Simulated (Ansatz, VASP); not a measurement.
# BaZrO3 in VASP and in Ansatz

```
Ba Zr O
1.0
     4.14821    0.00000    0.00000
     0.00000    4.14821    0.00000
     0.00000    0.00000    4.14821
Ba Zr O
1 1 3
Direct
  0.00000 0.00000 0.00000
  0.50000 0.50000 0.50000
  0.00000 0.50000 0.50000
  0.50000 0.50000 0.00000
  0.50000 0.00000 0.50000
```

Alike in both runs: task single point; functional r2SCAN; k mesh 6 × 6 × 6; occupations gaussian, width 0.05 eV; no spin polarisation.

|  | VASP | Ansatz |
| --- | --- | --- |
| version | VASP 6.6.1 | Ansatz 0.2.0 |
| potentials or method | VASP PAW PBE potentials, release 64 (Ba_sv, Zr_sv, O), cutoff 520 eV | scalar-relativistic, plane waves, PAW |
| valence electrons in the cell | 40 | 40 |

Ansatz gave:

* gap on the k mesh at the Fermi level (eV): 3.84
* least direct gap on the mesh (eV): 4.01
* pressure (GPa): 7.3

Question: Which values does VASP return?

Answer: gap on the k mesh at the Fermi level (eV): 3.78; least direct gap on the mesh (eV): 3.98; pressure (GPa): 8.5.

VASP's potentials were made for PBE, not for r2SCAN.

Neither program's run includes spin-orbit coupling.
